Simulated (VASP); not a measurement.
# Na (Pm-3m) in VASP: further runs

The runs below take Na through single point, with LDA.

Everything below comes from runs of VASP 6.6.1. Logs are shortened: lines on timing, memory, paths and dates and some standing lists are left out, and cuts for length are marked.

### 1 The cell of the first run

Symmetry: Pm-3m, No. 221, cubic system. The conventional cell has a = 3.427 Å, b = 3.427 Å, c = 3.427 Å, α = 90.00°, β = 90.00°, γ = 90.00°. Na (site symmetry m-3m) has 6 Na at 3.43 Å within 4.5 Å.

### 2 Single point, LDA (volume scaled by 1.12)

INCAR reads:

```
ALGO = Normal ; EDIFF = 1E-6
ENCUT = 520 ; GGA = CA
ISIF = 2 ; ISMEAR = -1
LASPH = True ; LCHARG = False
LREAL = False ; LWAVE = False
NBANDS = 10 ; NELM = 60
PREC = Accurate ; SIGMA = 0.1
```

KPOINTS reads:

```
k-points
0
Gamma
  11 11 11
```

POSCAR reads:

```
Na
1.0
    3.4265236144      0.0000000000      0.0000000000
    0.0000000000      3.4265236144      0.0000000000
    0.0000000000      0.0000000000      3.4265236144
Na
1
Direct
    0.0000000000      0.0000000000      0.0000000000
```

Potentials or basis: VASP PAW LDA potentials, release 64 (Na_pv).

Started as:

```sh
cat potpaw_LDA.64/Na_pv/POTCAR > POTCAR
mpirun -np 1 vasp_std > vasp.out
```

OUTCAR:

```text
EDIFF = 1E-6
   ENCUT = 520
   GGA = CA
   ISIF = 2
   ISMEAR = -1
   LASPH = True
   LREAL = False
   NELM = 60
   PREC = Accurate

 ion  position               nearest neighbor table
   1  0.000  0.000  0.000-

  LATTYP: Found a simple cubic cell.
 ALAT       =     3.4265236144

  Lattice vectors:

 A1 = (   3.4265236144,   0.0000000000,   0.0000000000)
 A2 = (   0.0000000000,   3.4265236144,   0.0000000000)
 A3 = (   0.0000000000,   0.0000000000,   3.4265236144)

Analysis of symmetry for initial positions (statically):
=====================================================================
 Subroutine PRICEL returns:
 Original cell was already a primitive cell.

 Routine SETGRP: Setting up the symmetry group for a
 simple cubic supercell.

 Subroutine GETGRP returns: Found 48 space group operations
 (whereof 48 operations were pure point group operations)
 out of a pool of 48 trial point group operations.

The static configuration has the point symmetry O_h .

Analysis of symmetry for dynamics (positions and initial velocities):
=====================================================================
 Subroutine PRICEL returns:
 Original cell was already a primitive cell.

 Routine SETGRP: Setting up the symmetry group for a
 simple cubic supercell.

 Subroutine GETGRP returns: Found 48 space group operations
 (whereof 48 operations were pure point group operations)
 out of a pool of 48 trial point group operations.

The dynamic configuration has the point symmetry O_h .

 Subroutine INISYM returns: Found 48 space group operations
 (whereof 48 operations are pure point group operations),
 and found     1 'primitive' translations

----------------------------------------------------------------------------------------

                                     Primitive cell

  volume of cell :      40.2310

  direct lattice vectors                    reciprocal lattice vectors
     3.426523614  0.000000000  0.000000000     0.291840977  0.000000000  0.000000000
     0.000000000  3.426523614  0.000000000     0.000000000  0.291840977  0.000000000
     0.000000000  0.000000000  3.426523614     0.000000000  0.000000000  0.291840977

  length of vectors
     3.426523614  3.426523614  3.426523614     0.291840977  0.291840977  0.291840977

  position of ions in fractional coordinates (direct lattice)
     0.000000000  0.000000000  0.000000000

  ion indices of the primitive-cell ions
   primitive index   ion index
                 1           1

----------------------------------------------------------------------------------------

 KPOINTS: k-points

Automatic generation of k-mesh.
 Grid dimensions read from file:
 generate k-points for:   11   11   11

 Generating k-lattice:

  Cartesian coordinates                     Fractional coordinates (reciprocal lattice)
     0.026530998  0.000000000  0.000000000     0.090909091  0.000000000  0.000000000
     0.000000000  0.026530998  0.000000000     0.000000000  0.090909091  0.000000000
     0.000000000  0.000000000  0.026530998     0.000000000  0.000000000  0.090909091

  Length of vectors
     0.026530998  0.026530998  0.026530998

  Shift w.r.t. Gamma in fractional coordinates (k-lattice)
     0.000000000  0.000000000  0.000000000

 Subroutine IBZKPT returns following result:
 ===========================================

 Found     56 irreducible k-points:

 Following reciprocal coordinates:
            Coordinates               Weight
  0.000000  0.000000  0.000000      1.000000
  0.090909  0.000000  0.000000      6.000000
  0.181818  0.000000  0.000000      6.000000
  0.272727  0.000000  0.000000      6.000000
  0.363636  0.000000  0.000000      6.000000
  0.454545  0.000000  0.000000      6.000000
[... 16 lines left out ...]
  0.181818  0.090909  0.090909     24.000000
  0.272727  0.090909  0.090909     24.000000
 [... further k-points ...]
   k-points           NKPTS =     56   k-points in BZ     NKDIM =     56   number of bands    NBANDS=     10
   number of dos      NEDOS =    301   number of ions     NIONS =      1
   total plane-waves  NPLWV =  21952
   dimension x,y,z NGX =    28 NGY =   28 NGZ =   28
   dimension x,y,z NGXF=    56 NGYF=   56 NGZF=   56
   ions per type =               1
   NGX,Y,Z   is equivalent  to a cutoff of  13.58, 13.58, 13.58 a.u.
   NGXF,Y,Z  is equivalent  to a cutoff of  27.17, 27.17, 27.17 a.u.
 SYSTEM =  unknown system
   PREC   = accura    normal or accurate (medium, high low for compatibility)
   ISTART =      0    job   : 0-new  1-cont  2-samecut
   ICHARG =      2    charge: 1-file 2-atom 10-const
   ISPIN  =      1    spin polarized calculation?
   LNONCOLLINEAR =      F non collinear calculations
   LSORBIT =      F    spin-orbit coupling
   LASPH  =      T    aspherical Exc in radial PAW
   ENCUT  =  520.0 eV  38.22 Ry    6.18 a.u.   6.37  6.37  6.37*2*pi/ulx,y,z
   NELM   =     60;   NELMIN=  2; NELMDL= -5     # of ELM steps
   EDIFF  = 0.1E-05   stopping-criterion for ELM
   LREAL  =      F    real-space projection
   EDIFFG = 0.1E-04   stopping-criterion for IOM
   NSW    =      0    number of steps for IOM
   IBRION =     -1    ionic relax: 0-MD 1-quasi-New 2-CG
   NFREE  =      0    steps in history (QN), initial steepest desc. (CG)
   ISIF   =      2    stress and relaxation
   ISYM   =      2    0-nonsym 1-usesym 2-fastsym
   POTIM  = 0.5000    time-step for ionic-motion
   TEBEG  =    0.0;   TEEND  =   0.0 temperature during run
   PSTRESS=    0.0 pullay stress
   NELECT =       7.0000    total number of electrons
   NUPDOWN=      -1.0000    fix difference up-down
   EMIN   =  10.00;   EMAX   =-10.00  energy-range for DOS
   EFERMI =   0.00;   METHOD = LEGACY
   ISMEAR =    -1;   SIGMA  =   0.10  broadening in eV -4-tet -1-fermi 0-gaus
   EFERMI_NEDOS =   21; number of points for ismear=-14 and -15
   IALGO  =     38    algorithm
   IMIX   =      4    mixing-type and parameters
     AMIX     =   0.40;   BMIX     =  1.00
     AMIX_MAG =   1.60;   BMIX_MAG =  1.00
  volume/ion in A,a.u.               =      40.23       271.49
  Fermi-wavevector in a.u.,A,eV,Ry     =   0.913946  1.727107 11.364905  0.835297
  Thomas-Fermi vector in A             =   2.038516
   LORBIT       =      0    0 simple, 1 ext, 2 COOP (PROOUT), +10 PAW based schemes
   GGA     = CA    functional components
   LHFCALC =     F    Hartree Fock is set to
   AEXX    =    0.0000 exact exchange contribution
   IVDW    =     0    specifies the selected vdW correction
   LEPSILON=     F    determine dielectric tensor
   LRPA    =     F    only Hartree local field effects (RPA)
 non-spin polarized calculation
  energy-cutoff  :      520.00
  volume of cell :       40.23
 maximum number of plane-waves:      1100
 NGX is ok and might be reduce to    28
   NGX = 13   NGY = 13   NGZ = 13

 number of electron       7.0000004 magnetization

 Free energy of the ion-electron system (eV)
  ---------------------------------------------------
  ext. energy  EPLUGINS =         0.00000000
  ---------------------------------------------------
  free energy    TOTEN  =        -1.32835319 eV

  energy without entropy =       -1.31135360  energy(sigma->0) =       -1.31985339

 E-fermi :  -0.0703     XC(G=0):  -6.4913

 val. band max:       -0.0796671396   @ k =   0.3636   0.2727   0.1818
 cond. band min:       0.0233881872   @ k =   0.4545   0.1818   0.0909
 fundamental gap:      0.1030553268
 Fermi energy:        -0.0703278675

 k-point     1 :       0.0000    0.0000    0.0000
  band No.  band energies     occupation
      1     -25.1969      2.00000
      2     -25.1969      2.00000
      3     -25.1969      2.00000
      4      -3.1680      2.00000
      5       8.0767      0.00000
      6       8.0767      0.00000
      7       9.2850      0.00000
      8       9.2850      0.00000
      9       9.2850      0.00000
     10      12.1684      0.00000

 k-point     2 :       0.0909    0.0000    0.0000
  band No.  band energies     occupation
      1     -25.2006      2.00000
      2     -25.1966      2.00000
      3     -25.1966      2.00000
      4      -3.0588      2.00000
      5       6.8211      0.00000
      6       8.1752      0.00000
      7       9.3732      0.00000
      8       9.3732      0.00000
      9      10.1407      0.00000
     10      12.8302      0.00000

 k-point     3 :       0.1818    0.0000    0.0000
  band No.  band energies     occupation
      1     -25.2104      2.00000
      2     -25.1958      2.00000
      3     -25.1958      2.00000
      4      -2.7325      2.00000
      5       5.1022      0.00000
      6       8.4678      0.00000
      7       9.6379      0.00000
      8       9.6379      0.00000
      9      10.8771      0.00000
     10      14.5725      0.00000

 k-point     4 :       0.2727    0.0000    0.0000
  band No.  band energies     occupation
      1     -25.2232      2.00000
      2     -25.1947      2.00000
      3     -25.1947      2.00000
      4      -2.1929      2.00000
      5       3.4615      0.00000
      6       8.9419      0.00000
      7      10.0793      0.00000
      8      10.0793      0.00000
      9      11.5136      0.00000
     10      15.0720      0.00000

 k-point     5 :       0.3636    0.0000    0.0000
  band No.  band energies     occupation
      1     -25.2349      2.00000
      2     -25.1937      2.00000
      3     -25.1937      2.00000
      4      -1.4457      2.00000
      5       1.9671      0.00000
      6       9.5560      0.00000
      7      10.6950      0.00000
      8      10.6950      0.00000
      9      12.1886      0.00000
     10      13.7216      0.00000

 k-point     6 :       0.4545    0.0000    0.0000
  band No.  band energies     occupation
      1     -25.2419      2.00000
      2     -25.1931      2.00000
      3     -25.1931      2.00000
      4      -0.4979      1.97257
      5       0.6430      0.00160
      6      10.1368      0.00000
      7      11.4565      0.00000
      8      11.4565      0.00000
      9      12.5926      0.00000
     10      12.5929      0.00000

 k-point     7 :       0.0909    0.0909    0.0000
  band No.  band energies     occupation
      1     -25.2004      2.00000
      2     -25.2001      2.00000
      3     -25.1963      2.00000
      4      -2.9498      2.00000
      5       6.6647      0.00000
      6       7.2684      0.00000
      7       9.4615      0.00000
      8       9.5058      0.00000
      9      11.0907      0.00000
     10      13.2521      0.00000

 k-point     8 :       0.1818    0.0909    0.0000
  band No.  band energies     occupation
      1     -25.2100      2.00000
      2     -25.1994      2.00000
      3     -25.1955      2.00000
      4      -2.6241      2.00000
      5       5.1802      0.00000
      6       7.3346      0.00000
      7       9.7265      0.00000
      8       9.7979      0.00000
      9      12.0381      0.00000
     10      14.7043      0.00000

 k-point     9 :       0.2727    0.0909    0.0000
  band No.  band energies     occupation
      1     -25.2228      2.00000
      2     -25.1983      2.00000
      3     -25.1944      2.00000
      4      -2.0854      2.00000
      5       3.5574      0.00000
      6       7.7967      0.00000
      7      10.1682      0.00000
      8      10.2387      0.00000
      9      12.6767      0.00000
     10      13.5059      0.00000
[... 118 lines left out ...]
 k-point    19 :       0.3636    0.3636    0.0000
  band No.  band energies     occupation
      1     -25.2308      2.00000
      2     -25.2302      2.00000
      3     -25.1906      2.00000
      4       0.2311      0.09361
      5       3.2884      0.00000
      6       3.9359      0.00000
      7       6.8913      0.00000
      8      12.1083      0.00000
      9      12.9823      0.00000
     10      14.4000      0.00000

 k-point    20 :       0.4545    0.3636    0.0000
  band No.  band energies     occupation
      1     -25.2372      2.00000
      2     -25.2297      2.00000
      3     -25.1900      2.00000
      4       1.1516      0.00001
      5       2.2625      0.00000
      6       4.5442      0.00000
      7       5.6482      0.00000
      8      12.8689      0.00000
      9      13.7451      0.00000
     10      13.8842      0.00000

 k-point    21 :       0.4545    0.4545    0.0000
  band No.  band energies     occupation
      1     -25.2364      2.00000
      2     -25.2363      2.00000
      3     -25.1895      2.00000
      4       2.0497      0.00000
      5       2.9136      0.00000
      6       3.4885      0.00000
      7       4.4078      0.00000
      8      13.5419      0.00000
      9      13.9886      0.00000
     10      14.7751      0.00000

 k-point    22 :       0.0909    0.0909    0.0909
  band No.  band energies     occupation
      1     -25.2002      2.00000
      2     -25.1998      2.00000
      3     -25.1998      2.00000
      4      -2.8410      2.00000
      5       6.7609      0.00000
      6       6.7609      0.00000
      7       8.3015      0.00000
      8      11.1755      0.00000
      9      11.1755      0.00000
     10      13.5860      0.00000

 k-point    23 :       0.1818    0.0909    0.0909
  band No.  band energies     occupation
      1     -25.2097      2.00000
      2     -25.1992      2.00000
      3     -25.1989      2.00000
      4      -2.5159      2.00000
      5       5.2607      0.00000
      6       7.0490      0.00000
      7       8.3073      0.00000
      8      11.4166      0.00000
      9      12.3740      0.00000
     10      14.8282      0.00000

 k-point    24 :       0.2727    0.0909    0.0909
  band No.  band energies     occupation
      1     -25.2224      2.00000
      2     -25.1981      2.00000
      3     -25.1978      2.00000
      4      -1.9782      2.00000
      5       3.6531      0.00000
      6       7.5260      0.00000
      7       8.7311      0.00000
      8      11.7064      0.00000
      9      12.9965      0.00000
     10      13.3726      0.00000

 [... further k-points ...]
[... 5 lines left out ...]
  --------------------------------------------------------------------------------------
  -------------------------------------------------------------------------------------
  Total       -0.1790279     -0.1790279     -0.1790279      0.0000000      0.0000000      0.0000000
  in kB       -7.1296825     -7.1296825     -7.1296825      0.0000000      0.0000000      0.0000000
  external PRESSURE =      -7.1296825 kB  Pullay stress =       0.0000000 kB

 VOLUME and BASIS-vectors are now :
 -----------------------------------------------------------------------------
  energy-cutoff  :      520.00
  volume of cell :       40.23
      direct lattice vectors                 reciprocal lattice vectors
     3.426523614  0.000000000  0.000000000     0.291840977  0.000000000  0.000000000
     0.000000000  3.426523614  0.000000000     0.000000000  0.291840977  0.000000000
     0.000000000  0.000000000  3.426523614     0.000000000  0.000000000  0.291840977

 POSITION                                       TOTAL-FORCE (eV/Angst)
 -----------------------------------------------------------------------------------
      0.00000      0.00000      0.00000         0.000000      0.000000      0.000000
 -----------------------------------------------------------------------------------
    total drift:                               -0.000000     -0.000000     -0.000000

  FREE ENERGIE OF THE ION-ELECTRON SYSTEM (eV)
  ---------------------------------------------------
  free  energy   TOTEN  =        -1.3283531880 eV

  energy  without entropy=       -1.3113535968  energy(sigma->0) =       -1.31985339
```

Wall time 10 s (1 thread of Intel Xeon Platinum 8259CL at 2.50GHz (Skylake/Cascade Lake), shared host); peak memory 0.14 GiB.

What came out:

```
Free energy : -1.3284 eV
Pressure    : -0.7 GPa
```

Levels at points of the mesh, in eV from the Fermi level:
| k point | band 1 | band 2 | band 3 | band 4 | band 5 | band 6 | band 7 | band 8 |
| --- | --- | --- | --- | --- | --- | --- | --- | --- |
| (0.00, 0.00, 0.00) | -25.13 | -25.13 | -25.13 | -3.10 | 8.15 | 8.15 | 9.36 | 9.36 |

Caveat: the cell differs from its parent crystal (volume scaled by 1.12).

### 3 Single point, LDA

This run uses another cell than the first one, of 35.92 Å³/atom, 0.893 times its volume.

INCAR reads:

```
PREC     = Accurate       # precision mode
ENCUT    = 520            # plane-wave cutoff, eV
EDIFF    = 1E-6           # SCF threshold, eV
ISMEAR   = -1             # smearing method
SIGMA    = 0.1            # smearing width, eV
LREAL    = F              # projectors in reciprocal space
LASPH    = T              # aspherical terms in the spheres
NELM     = 80             # most SCF steps
ALGO     = Normal         # electronic algorithm
ISIF     = 2              # what is computed and relaxed
LWAVE    = F              # write WAVECAR
LCHARG   = F              # write CHGCAR
GGA      = CA             # functional
NBANDS   = 10             # bands
```

KPOINTS reads:

```
Automatic mesh
0
Gamma
  16 16 16
```

POSCAR reads:

```
Na
1.0
    3.2994968768      0.0000000000      0.0000000000
    0.0000000000      3.2994968768      0.0000000000
    0.0000000000      0.0000000000      3.2994968768
Na
1
Direct
    0.0000000000      0.0000000000      0.0000000000
```

Potentials or basis: VASP PAW LDA potentials, release 64 (Na_pv).

Started as:

```sh
cat potpaw_LDA.64/Na_pv/POTCAR > POTCAR
mpirun -np 1 vasp_std > vasp.out
```

It took 27 s on 1 thread of Intel Xeon Platinum 8259CL at 2.50GHz (Skylake/Cascade Lake), shared host; peak memory 0.16 GiB.

The run converged. Its results:

| Property | Result |
| --- | --- |
| Free energy | -1.3396 eV |
| Pressure | -0.1 GPa |

Levels at points of the mesh, in eV from the Fermi level:
```csv
k point,band 1,band 2,band 3,band 4,band 5,band 6,band 7,band 8
"(0.00, 0.00, 0.00)",-25.10,-25.10,-25.10,-3.37,8.58,8.58,10.08,10.08
"(0.50, 0.00, 0.00)",-25.16,-25.09,-25.09,0.03,0.18,10.93,12.51,12.51
"(0.50, 0.50, 0.00)",-25.16,-25.16,-25.09,3.13,3.13,3.33,4.23,14.90
"(0.50, 0.50, 0.50)",-25.15,-25.15,-25.15,6.12,6.12,6.12,6.28,6.28
```
